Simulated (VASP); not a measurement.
# ZnS (P6_3mc) in VASP: notebook, part 2 of 2

VASP 6.6.1. Earlier steps stand in the parts before.

**3. Single point, r2SCAN**

Contents of POSCAR:

```
ZnS
1.0
    3.8065185603      0.0000000000      0.0000000000
   -1.9032592801      3.2965417732      0.0000000000
    0.0000000000      0.0000000000      6.2448028839
Zn S
2 2
Direct
    0.3333333333      0.6666666667      0.0003440806
    0.6666666667      0.3333333333      0.5003440806
    0.3333333333      0.6666666667      0.3746559194
    0.6666666667      0.3333333333      0.8746559194
```

Contents of INCAR.step1:

```
SYSTEM = ZnS
ALGO = Normal ; EDIFF = 1E-4
ENCUT = 520 ; GGA = PE
ISMEAR = 0 ; LASPH = .TRUE.
LCHARG = .FALSE. ; LREAL = .FALSE.
LWAVE = .TRUE. ; NBANDS = 26
NELM = 80 ; PREC = Accurate
SIGMA = 0.02
```

Contents of INCAR.step2:

```
SYSTEM = ZnS
ALGO = Normal ; EDIFF = 1E-6
ENCUT = 520 ; ISIF = 2
ISMEAR = 0 ; ISTART = 1
LASPH = .TRUE. ; LCHARG = .TRUE.
LELF = .TRUE. ; LMIXTAU = .TRUE.
LREAL = .FALSE. ; LVHAR = .TRUE.
LWAVE = .FALSE. ; METAGGA = R2SCAN
NBANDS = 26 ; NELM = 80
PREC = Accurate ; SIGMA = 0.02
```

Contents of KPOINTS:

```
k-points
0
G
  6 6 4
  0 0 0
```

Potentials or basis: VASP PAW PBE potentials, release 64 (Zn, S).

Launch:

```
$ cat potpaw_PBE.64/Zn/POTCAR potpaw_PBE.64/S/POTCAR > POTCAR
$ cp INCAR.step1 INCAR
$ mpirun -np 1 vasp_std > vasp.out
$ cp INCAR.step2 INCAR
$ mpirun -np 1 vasp_std > vasp.out
```

OUTCAR:

```text
SYSTEM = ZnS
   EDIFF = 1E-6
   ENCUT = 520
   ISIF = 2
   ISMEAR = 0
   ISTART = 1
   LASPH = .TRUE.
   LREAL = .FALSE.
   METAGGA = R2SCAN
   NELM = 80
   PREC = Accurate

 ion  position               nearest neighbor table
   1  0.333  0.667  0.000-   4 2.33   4 2.33   4 2.33   3 2.34
   2  0.667  0.333  0.500-   3 2.33   3 2.33   3 2.33   4 2.34
   3  0.333  0.667  0.375-   2 2.33   2 2.33   2 2.33   1 2.34
   4  0.667  0.333  0.875-   1 2.33   1 2.33   1 2.33   2 2.34

  LATTYP: Found a hexagonal cell.
 ALAT       =     3.8065185603
 C/A-ratio  =     1.6405549546

  Lattice vectors:

 A1 = (   3.8065185603,   0.0000000000,   0.0000000000)
 A2 = (  -1.9032592801,   3.2965417732,   0.0000000000)
 A3 = (   0.0000000000,   0.0000000000,   6.2448028839)

Analysis of symmetry for initial positions (statically):
=====================================================================
 Subroutine PRICEL returns:
 Original cell was already a primitive cell.

 Routine SETGRP: Setting up the symmetry group for a
 hexagonal supercell.

 Subroutine GETGRP returns: Found 12 space group operations
 (whereof  6 operations were pure point group operations)
 out of a pool of 24 trial point group operations.

The static configuration has the point symmetry C_3v.
 The point group associated with its full space group is C_6v.

Analysis of symmetry for dynamics (positions and initial velocities):
=====================================================================
 Subroutine PRICEL returns:
 Original cell was already a primitive cell.

 Routine SETGRP: Setting up the symmetry group for a
 hexagonal supercell.

 Subroutine GETGRP returns: Found 12 space group operations
 (whereof  6 operations were pure point group operations)
 out of a pool of 24 trial point group operations.

The dynamic configuration has the point symmetry C_3v.
[... 115 lines left out ...]
   ISMEAR =     0;   SIGMA  =   0.02  broadening in eV -4-tet -1-fermi 0-gaus
   EFERMI_NEDOS =   21; number of points for ismear=-14 and -15
   IALGO  =     38    algorithm
   IMIX   =      4    mixing-type and parameters
     AMIX     =   0.40;   BMIX     =  1.00
     AMIX_MAG =   1.60;   BMIX_MAG =  1.00
  volume/ion in A,a.u.               =      19.59       132.20
  Fermi-wavevector in a.u.,A,eV,Ry     =   1.263205  2.387112 21.710645  1.595687
  Thomas-Fermi vector in A             =   2.396574
   LORBIT       =      0    0 simple, 1 ext, 2 COOP (PROOUT), +10 PAW based schemes
   METAGGA = R2SCAN    functional components
   LHFCALC =     F    Hartree Fock is set to
   AEXX    =    0.0000 exact exchange contribution
   IVDW    =     0    specifies the selected vdW correction
   LEPSILON=     F    determine dielectric tensor
   LRPA    =     F    only Hartree local field effects (RPA)
 non-spin polarized calculation
 Gauss-broadening in eV      SIGMA  =   0.02
  energy-cutoff  :      520.00
  volume of cell :       78.36
 maximum number of plane-waves:      2130
   NGX = 15   NGY = 15   NGZ = 23

 number of electron      35.9999978 magnetization

 Free energy of the ion-electron system (eV)
  ---------------------------------------------------
  ext. energy  EPLUGINS =         0.00000000
  ---------------------------------------------------
  free energy    TOTEN  =       -37.72117725 eV

  energy without entropy =      -37.72117725  energy(sigma->0) =      -37.72117725

 E-fermi :   2.0407     XC(G=0): -10.3119

 val. band max:        1.9171964591   @ k =   0.0000   0.0000   0.0000
 cond. band min:       4.7043291581   @ k =   0.0000   0.0000   0.0000
 fundamental gap:      2.7871326990
 Fermi energy:         2.0406881593

 k-point     1 :       0.0000    0.0000    0.0000
  band No.  band energies     occupation
      1     -11.8342      2.00000
      2     -10.8735      2.00000
      3      -4.6175      2.00000
      4      -4.6026      2.00000
      5      -4.6026      2.00000
      6      -4.5117      2.00000
[... 598 lines left out ...]
     25      12.1613      0.00000
     26      12.1613      0.00000

------------------------ aborting loop because EDIFF is reached ----------------------------------------

  FORCE on cell =-STRESS in cart. coord.  units (eV):
  Direction    XX          YY          ZZ          XY          YZ          ZX
  --------------------------------------------------------------------------------------
  -------------------------------------------------------------------------------------
  Total        0.0467012      0.0467012      0.0262015      0.0000000      0.0000000      0.0000000
  in kB        0.9548468      0.9548468      0.5357125      0.0000000      0.0000000      0.0000000
  external PRESSURE =       0.8151354 kB  Pullay stress =       0.0000000 kB

 VOLUME and BASIS-vectors are now :
 -----------------------------------------------------------------------------
  energy-cutoff  :      520.00
  volume of cell :       78.36
      direct lattice vectors                 reciprocal lattice vectors
     3.806518560  0.000000000  0.000000000     0.262707244  0.151674098  0.000000000
    -1.903259280  3.296541773  0.000000000     0.000000000  0.303348196  0.000000000
     0.000000000  0.000000000  6.244802884     0.000000000  0.000000000  0.160133157

 POSITION                                       TOTAL-FORCE (eV/Angst)
 -----------------------------------------------------------------------------------
     -0.00000      2.19769      0.00215         0.000000      0.000000     -0.002383
      1.90326      1.09885      3.12455        -0.000000      0.000000     -0.002383
     -0.00000      2.19769      2.33965        -0.000000     -0.000000      0.002383
      1.90326      1.09885      5.46205        -0.000000      0.000000      0.002383
 -----------------------------------------------------------------------------------
    total drift:                               -0.000000     -0.000000     -0.014995

  FREE ENERGIE OF THE ION-ELECTRON SYSTEM (eV)
  ---------------------------------------------------
  free  energy   TOTEN  =       -37.7211772484 eV

  energy  without entropy=      -37.7211772484  energy(sigma->0) =      -37.72117725
```

OSZICAR.step1:

```text
N       E                     dE             d eps       ncg     rms          rms(c)
DAV:   1     0.241432271053E+03    0.24143E+03   -0.16997E+04  1092   0.166E+03
DAV:   2     0.922513601857E+01   -0.23221E+03   -0.22269E+03  1118   0.347E+02
DAV:   3    -0.139867113282E+02   -0.23212E+02   -0.22994E+02  1318   0.110E+02
DAV:   4    -0.145205201415E+02   -0.53381E+00   -0.53286E+00  1252   0.168E+01
DAV:   5    -0.145290632655E+02   -0.85431E-02   -0.85406E-02  1354   0.209E+00    0.988E+00
DAV:   6    -0.136821410951E+02    0.84692E+00   -0.16360E+00  1634   0.371E+01    0.759E+00
DAV:   7    -0.136777738914E+02    0.43672E-02   -0.12469E+00  1150   0.653E+00    0.345E+00
DAV:   8    -0.136710762679E+02    0.66976E-02   -0.35103E-02  1326   0.176E+00    0.981E-01
DAV:   9    -0.136715268740E+02   -0.45061E-03   -0.93269E-03  1446   0.130E+00    0.230E-01
DAV:  10    -0.136716676755E+02   -0.14080E-03   -0.58922E-04  1244   0.332E-01    0.949E-02
DAV:  11    -0.136718835416E+02   -0.21587E-03   -0.33216E-04  1064   0.121E-01    0.603E-02
DAV:  12    -0.136718825864E+02    0.95519E-06   -0.14541E-05   640   0.423E-02
   1 F= -.13671883E+02 E0= -.13671883E+02  d E =-.581169E-12
```

Wall time 4.1 min (1 thread of AMD EPYC 7R13, shared host); peak memory 0.18 GiB.

What came out:

* Free energy: -37.7212 eV
* Pressure: 0.1 GPa
* Band gap on the k mesh: 2.79 eV, direct

Forces on the atoms (eV/Å):
```
Zn   0.000  0.000 -0.002
Zn   0.000  0.000 -0.002
S    0.000  0.000  0.002
S    0.000  0.000  0.002
```

Caveat: the PAW data sets were made with another functional, which shifts forces and pressure a little.
